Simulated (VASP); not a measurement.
# Ca7PbS8 (P1) in VASP: single point with PBEsol

Aim: the single point of Ca7PbS8 with PBEsol.

Everything below comes from runs of VASP 6.6.1. Logs are shortened: lines on timing, memory, paths and dates and some standing lists are left out, and cuts for length are marked.

## (1) The cell of the first run

The typed cell holds 64 atoms: a = 11.350 Å, b = 11.350 Å, c = 11.350 Å, α = 90.00°, β = 90.00°, γ = 90.00°.

## (2) Single point, PBEsol

Input file INCAR:

```
SYSTEM = Ca7PbS8
  PREC = Accurate
  ENCUT = 500
  EDIFF = 1E-6
  ISMEAR = -1
  SIGMA = 0.05
  LREAL = Auto
  LASPH = .TRUE.
  NELM = 120
  ALGO = Normal
  ISIF = 2
  LWAVE = .FALSE.
  LCHARG = .TRUE.
  GGA = PS
  LELF = .TRUE.
  LVHAR = .TRUE.
  ISYM = -1
  NBANDS = 302
  GGA_COMPAT = .FALSE.
```

Input file KPOINTS:

```
explicit points
1
Reciprocal
  0.25000000   0.25000000   0.25000000 1
```

Input file POSCAR:

```
Ca7PbS8
1.0
   11.3495888942      0.0000000000      0.0000000000
    0.0000000000     11.3495888942      0.0000000000
    0.0000000000      0.0000000000     11.3495888942
S Ca Pb
32 28 4
Direct
    0.2503410000      0.0004350000      0.9944200000
    0.2495200000      0.9997740000      0.5061120000
    0.2499770000      0.5002390000      0.9994520000
    0.2499970000      0.4999690000      0.5007900000
    0.7501670000      0.0002030000      0.9994550000
    0.7497420000      0.9998980000      0.5008420000
    0.7501770000      0.5003770000      0.9942980000
    0.7497530000      0.4996950000      0.5059550000
    0.0000220000      0.2501560000      0.9994670000
    0.9997750000      0.2499380000      0.5007930000
    0.0003130000      0.7502930000      0.9942730000
    0.9995430000      0.7497570000      0.5060330000
    0.5003360000      0.2504850000      0.9943420000
    0.4995230000      0.2496580000      0.5060710000
    0.5000840000      0.7501940000      0.9995050000
    0.4996830000      0.7499210000      0.5007990000
    0.9940370000      0.0059130000      0.2499760000
    0.9994440000      0.0004370000      0.7500180000
    0.0058800000      0.4941630000      0.2501130000
    0.0002970000      0.4995860000      0.7501490000
    0.5057770000      0.9941980000      0.2501190000
    0.5002400000      0.9997820000      0.7500760000
    0.4940400000      0.5059380000      0.2501130000
    0.4995040000      0.5005720000      0.7500840000
    0.2440830000      0.2557590000      0.2500380000
    0.2495350000      0.2504940000      0.7500790000
    0.2556070000      0.7440710000      0.2501760000
    0.2505060000      0.7497030000      0.7501040000
    0.7558190000      0.2441920000      0.2500860000
    0.7503140000      0.2496990000      0.7501050000
    0.7438810000      0.7559610000      0.2502580000
    0.7496240000      0.7504000000      0.7502040000
    0.9996610000      0.0008440000      0.9988060000
    0.9991060000      0.0004890000      0.5011990000
    0.0007490000      0.4995180000      0.9989180000
    0.0005290000      0.4992730000      0.5013490000
    0.5008210000      0.9996770000      0.9988630000
    0.5002490000      0.9991690000      0.5013820000
    0.4994150000      0.5009170000      0.9988340000
    0.4993060000      0.5004660000      0.5014090000
    0.2495360000      0.2508950000      0.9987500000
    0.2490370000      0.2504450000      0.5013070000
    0.2507520000      0.7496640000      0.9988640000
    0.2502000000      0.7492960000      0.5013150000
    0.7507740000      0.2495270000      0.9987900000
    0.7503010000      0.2491200000      0.5013460000
    0.7494990000      0.7509820000      0.9990450000
    0.7490150000      0.7504900000      0.5013800000
    0.2498560000      0.0000740000      0.7502850000
    0.2499570000      0.4999500000      0.2501550000
    0.2498670000      0.5000340000      0.7500790000
    0.7499360000      0.9999800000      0.2501500000
    0.7498280000      0.0000190000      0.7501420000
    0.7499400000      0.5000660000      0.7500950000
    0.9999430000      0.2499940000      0.2501480000
    0.9999410000      0.2499660000      0.7501030000
    0.0000760000      0.7501060000      0.7501460000
    0.4999900000      0.2501370000      0.7502660000
    0.4998550000      0.7500740000      0.2501770000
    0.5000060000      0.7502420000      0.7502400000
    0.2500920000      0.0002240000      0.2502820000
    0.7499020000      0.5000930000      0.2498850000
    0.0000960000      0.7500360000      0.2500470000
    0.5001370000      0.2500590000      0.2502850000
```

Potentials or basis: VASP PAW PBE potentials, release 64 (S, Ca_sv, Pb_d).

The run is started by

```
$ cat potpaw_PBE.64/S/POTCAR potpaw_PBE.64/Ca_sv/POTCAR potpaw_PBE.64/Pb_d/POTCAR > POTCAR
$ mpirun -np 1 vasp_std > vasp.out
```

OUTCAR:

```text
SYSTEM = Ca7PbS8
   PREC = Accurate
   ENCUT = 500
   EDIFF = 1E-6
   ISMEAR = -1
   LREAL = Auto
   LASPH = .TRUE.
   NELM = 120
   ISIF = 2
   GGA = PS
   ISYM = -1

 ion  position               nearest neighbor table
   1  0.250  0.000  0.994-  49 2.77  41 2.84  37 2.84  33 2.85  43 2.85  61 2.90
   2  0.250  1.000  0.506-  49 2.77  34 2.84  44 2.84  42 2.85  38 2.85  61 2.90
   3  0.250  0.500  0.999-  35 2.83  41 2.83  51 2.83  43 2.83  39 2.83  50 2.85
   4  0.250  0.500  0.501-  51 2.83  40 2.83  44 2.83  36 2.83  42 2.83  50 2.84
   5  0.750  0.000  0.999-  47 2.83  53 2.83  45 2.83  37 2.83  33 2.83  52 2.85
   6  0.750  1.000  0.501-  46 2.83  53 2.83  34 2.83  48 2.83  38 2.83  52 2.85
[... 52 lines left out ...]
  59  0.500  0.750  0.250-  31 2.77  21 2.77  23 2.77  27 2.77  16 2.84  15 2.85
  60  0.500  0.750  0.750-  15 2.83  16 2.83  28 2.83  22 2.83  32 2.83  24 2.83
  61  0.250  0.000  0.250-  25 2.90  21 2.90   2 2.90   1 2.90  17 2.91  27 2.91  64 4.01  63 4.01

  62  0.750  0.500  0.250-   7 2.90  23 2.90  31 2.90  29 2.91  19 2.91   8 2.91  64 4.01  63 4.01

  63  0.000  0.750  0.250-  27 2.90  11 2.90  19 2.90  17 2.90  12 2.91  31 2.91  62 4.01  61 4.01

  64  0.500  0.250  0.250-  29 2.90  14 2.90  21 2.90  13 2.90  23 2.90  25 2.91  62 4.01  61 4.01

IMPORTANT INFORMATION: All symmetrisations will be switched off!
NOSYMM: (Re-)initialisation of all symmetry stuff for point group C_1.

----------------------------------------------------------------------------------------

                                     Primitive cell

  volume of cell :    1461.9765

  direct lattice vectors                    reciprocal lattice vectors
    11.349588894  0.000000000  0.000000000     0.088108918  0.000000000  0.000000000
     0.000000000 11.349588894  0.000000000     0.000000000  0.088108918  0.000000000
     0.000000000  0.000000000 11.349588894     0.000000000  0.000000000  0.088108918

  length of vectors
    11.349588894 11.349588894 11.349588894     0.088108918  0.088108918  0.088108918

  position of ions in fractional coordinates (direct lattice)
     0.250341000  0.000435000  0.994420000
     0.249520000  0.999774000  0.506112000
     0.249977000  0.500239000  0.999452000
     0.249997000  0.499969000  0.500790000
     0.750167000  0.000203000  0.999455000
     0.749742000  0.999898000  0.500842000
[... 56 lines left out ...]
     0.000096000  0.750036000  0.250047000
     0.500137000  0.250059000  0.250285000

  ion indices of the primitive-cell ions
   primitive index   ion index
                 1           1
                 2           2
                 3           3
                 4           4
                 5           5
                 6           6
[... 56 lines left out ...]
                63          63
                64          64

----------------------------------------------------------------------------------------

 KPOINTS: explicit points

Read explicit list of k-points.

 Found      1 k-points:

 Following reciprocal coordinates:
            Coordinates               Weight
  0.250000  0.250000  0.250000      1.000000
   k-points           NKPTS =      1   k-points in BZ     NKDIM =      1   number of bands    NBANDS=    302
   number of dos      NEDOS =    301   number of ions     NIONS =     64
   total plane-waves  NPLWV = 592704
   dimension x,y,z NGX =    84 NGY =   84 NGZ =   84
   dimension x,y,z NGXF=   168 NGYF=  168 NGZF=  168
   ions per type =              32  28   4
   NGX,Y,Z   is equivalent  to a cutoff of  12.30, 12.30, 12.30 a.u.
   NGXF,Y,Z  is equivalent  to a cutoff of  24.61, 24.61, 24.61 a.u.
 SYSTEM =  Ca7PbS8
   PREC   = accura    normal or accurate (medium, high low for compatibility)
   ISTART =      0    job   : 0-new  1-cont  2-samecut
   ICHARG =      2    charge: 1-file 2-atom 10-const
   ISPIN  =      1    spin polarized calculation?
   LNONCOLLINEAR =      F non collinear calculations
   LSORBIT =      F    spin-orbit coupling
   LASPH  =      T    aspherical Exc in radial PAW
   ENCUT  =  500.0 eV  36.75 Ry    6.06 a.u.  20.69 20.69 20.69*2*pi/ulx,y,z
   NELM   =    120;   NELMIN=  2; NELMDL= -5     # of ELM steps
   EDIFF  = 0.1E-05   stopping-criterion for ELM
   LREAL  =      T    real-space projection
   EDIFFG = 0.1E-04   stopping-criterion for IOM
   NSW    =      0    number of steps for IOM
   IBRION =     -1    ionic relax: 0-MD 1-quasi-New 2-CG
   NFREE  =      0    steps in history (QN), initial steepest desc. (CG)
   ISIF   =      2    stress and relaxation
   ISYM   =     -1    0-nonsym 1-usesym 2-fastsym
   POTIM  = 0.5000    time-step for ionic-motion
   TEBEG  =    0.0;   TEEND  =   0.0 temperature during run
   PSTRESS=    0.0 pullay stress
   NELECT =     528.0000    total number of electrons
   NUPDOWN=      -1.0000    fix difference up-down
   EMIN   =  10.00;   EMAX   =-10.00  energy-range for DOS
   EFERMI =   0.00;   METHOD = LEGACY
   ISMEAR =    -1;   SIGMA  =   0.05  broadening in eV -4-tet -1-fermi 0-gaus
   EFERMI_NEDOS =   21; number of points for ismear=-14 and -15
   IALGO  =     38    algorithm
   IMIX   =      4    mixing-type and parameters
     AMIX     =   0.40;   BMIX     =  1.00
     AMIX_MAG =   1.60;   BMIX_MAG =  1.00
  volume/ion in A,a.u.               =      22.84       154.15
  Fermi-wavevector in a.u.,A,eV,Ry     =   1.165841  2.203120 18.492839  1.359185
  Thomas-Fermi vector in A             =   2.302362
   LORBIT       =      0    0 simple, 1 ext, 2 COOP (PROOUT), +10 PAW based schemes
   GGA     = PS    functional components
   LHFCALC =     F    Hartree Fock is set to
   AEXX    =    0.0000 exact exchange contribution
   IVDW    =     0    specifies the selected vdW correction
   LEPSILON=     F    determine dielectric tensor
   LRPA    =     F    only Hartree local field effects (RPA)
 non-spin polarized calculation
  energy-cutoff  :      500.00
  volume of cell :     1461.98
 maximum number of plane-waves:     37152
 NGX is ok and might be reduce to    84
   NGX = 41   NGY = 41   NGZ = 41

 number of electron     527.9999963 magnetization

 Free energy of the ion-electron system (eV)
  ---------------------------------------------------
  ext. energy  EPLUGINS =         0.00000000
  ---------------------------------------------------
  free energy    TOTEN  =      -342.84786805 eV

  energy without entropy =     -342.84786805  energy(sigma->0) =     -342.84786805

 E-fermi :   4.6657     XC(G=0):  -9.6742

 val. band max:        3.4305932697   @ k =   0.2500   0.2500   0.2500
 cond. band min:       5.8926521993   @ k =   0.2500   0.2500   0.2500
 fundamental gap:      2.4620589296
 Fermi energy:         4.6657379377

 k-point     1 :       0.2500    0.2500    0.2500
  band No.  band energies     occupation
      1     -35.8682      2.00000
      2     -35.8666      2.00000
      3     -35.8659      2.00000
      4     -35.8653      2.00000
      5     -35.8646      2.00000
      6     -35.8642      2.00000
[... 268 lines left out ...]
    275       6.8960      0.00000
    276       6.9411      0.00000
 [bands above 276 left out]

------------------------ aborting loop because EDIFF is reached ----------------------------------------

  FORCE on cell =-STRESS in cart. coord.  units (eV):
  Direction    XX          YY          ZZ          XY          YZ          ZX
  --------------------------------------------------------------------------------------
  -------------------------------------------------------------------------------------
  Total        1.4979902      1.5021664      1.6579976     -1.7410165     -1.0851611     -1.0794654
  in kB        1.6416447      1.6462214      1.8169965     -1.9079768     -1.1892260     -1.1829842
  external PRESSURE =       1.7016208 kB  Pullay stress =       0.0000000 kB

 VOLUME and BASIS-vectors are now :
 -----------------------------------------------------------------------------
  energy-cutoff  :      500.00
  volume of cell :     1461.98
      direct lattice vectors                 reciprocal lattice vectors
    11.349588894  0.000000000  0.000000000     0.088108918  0.000000000  0.000000000
     0.000000000 11.349588894  0.000000000     0.000000000  0.088108918  0.000000000
     0.000000000  0.000000000 11.349588894     0.000000000  0.000000000  0.088108918

 POSITION                                       TOTAL-FORCE (eV/Angst)
 -----------------------------------------------------------------------------------
      2.84127      0.00494     11.28626         0.001934      0.000815     -0.004339
      2.83195     11.34702      5.74416        -0.000362     -0.004140     -0.002205
      2.83714      5.67751     11.34337         0.003167     -0.002826     -0.012661
      2.83736      5.67444      5.68376        -0.007460     -0.002732      0.012266
      8.51409      0.00230     11.34340        -0.002955     -0.000441     -0.011324
      8.50926     11.34843      5.68435        -0.000238      0.000982      0.008051
[... 56 lines left out ...]
      0.00109      8.51260      2.83793        -0.013855     -0.002063      0.001710
      5.67635      2.83807      2.84063        -0.005822      0.004926     -0.004521
 -----------------------------------------------------------------------------------
    total drift:                                0.018887     -0.010633      0.009008

  FREE ENERGIE OF THE ION-ELECTRON SYSTEM (eV)
  ---------------------------------------------------
  free  energy   TOTEN  =      -342.8478680495 eV

  energy  without entropy=     -342.8478680493  energy(sigma->0) =     -342.84786805
```

Wall time 20 min (1 thread of AMD EPYC 7R43 (Zen 3), shared host); peak memory 1.2 GiB.

What came out:

```yaml
Free_energy: -342.8479 eV
Pressure: 0.2 GPa
Largest_force: 0.018 eV/Å
Band_gap_on_the_k_mesh: 2.46 eV
```

Forces on the atoms (eV/Å):
```
S    0.002  0.001 -0.004
S    0.000 -0.004 -0.002
S    0.003 -0.003 -0.013
S   -0.007 -0.003  0.012
S   -0.003  0.000 -0.011
S    0.000  0.001  0.008
S    0.006  0.004 -0.003
S   -0.007 -0.004 -0.002
S    0.003 -0.002 -0.015
S    0.000 -0.001  0.010
S    0.001  0.007  0.001
S    0.000 -0.003 -0.003
S   -0.001 -0.003  0.001
S    0.002 -0.001 -0.001
S   -0.001  0.004 -0.012
S    0.002  0.002  0.013
S    0.004 -0.001  0.004
S   -0.002  0.003  0.004
S   -0.003 -0.002 -0.002
S    0.006 -0.002  0.001
S    0.003  0.000 -0.001
S    0.009 -0.008  0.006
S    0.003 -0.002 -0.002
S   -0.002  0.002  0.005
S    0.001  0.009  0.002
S   -0.004  0.002  0.003
S    0.010  0.006 -0.006
S   -0.003 -0.002  0.003
S    0.001 -0.005 -0.001
S    0.006 -0.009  0.002
S    0.010 -0.003 -0.009
S   -0.008  0.010  0.003
Ca  -0.006  0.002  0.007
Ca  -0.004 -0.001  0.000
Ca  -0.001  0.003  0.003
Ca  -0.007 -0.002 -0.004
Ca   0.000  0.000  0.007
Ca   0.002  0.001 -0.004
Ca   0.002  0.001  0.006
Ca  -0.006  0.002 -0.006
Ca  -0.001  0.003  0.010
Ca   0.002  0.004 -0.002
Ca   0.002 -0.003  0.007
Ca   0.007 -0.004 -0.001
Ca   0.001  0.006  0.009
Ca   0.002  0.006 -0.004
Ca   0.001 -0.005  0.000
Ca   0.002 -0.003 -0.003
Ca   0.001  0.001 -0.006
Ca   0.000  0.001 -0.002
Ca   0.004  0.004  0.001
Ca   0.000  0.004 -0.001
Ca   0.004  0.001 -0.002
Ca   0.000  0.001  0.000
Ca  -0.001  0.003 -0.003
Ca  -0.002  0.004  0.000
Ca  -0.006 -0.005 -0.001
Ca  -0.003  0.002 -0.007
Ca  -0.004 -0.002  0.000
Ca  -0.001 -0.008 -0.006
Pb  -0.008 -0.009 -0.004
Pb   0.007 -0.004  0.017
Pb  -0.014 -0.002  0.002
Pb  -0.006  0.005 -0.005
```

Stress tensor (GPa, compression positive):
```
 0.16 -0.19 -0.12
-0.19  0.16 -0.12
-0.12 -0.12  0.18
```

Levels at points of the mesh, in eV from the valence-band top:
```tsv
k point	band 261	band 262	band 263	band 264	band 265	band 266	band 267	band 268
(0.25, 0.25, 0.25)	-0.46	-0.36	-0.28	0.00	2.46	2.51	2.54	2.86
```

Caveat: the PAW data sets were made with another functional, which shifts forces and pressure a little; spin-orbit coupling is left out, which moves the levels of the heavy elements; a shifted mesh leaves out Γ, where band edges can lie. A k mesh can miss the band edges.
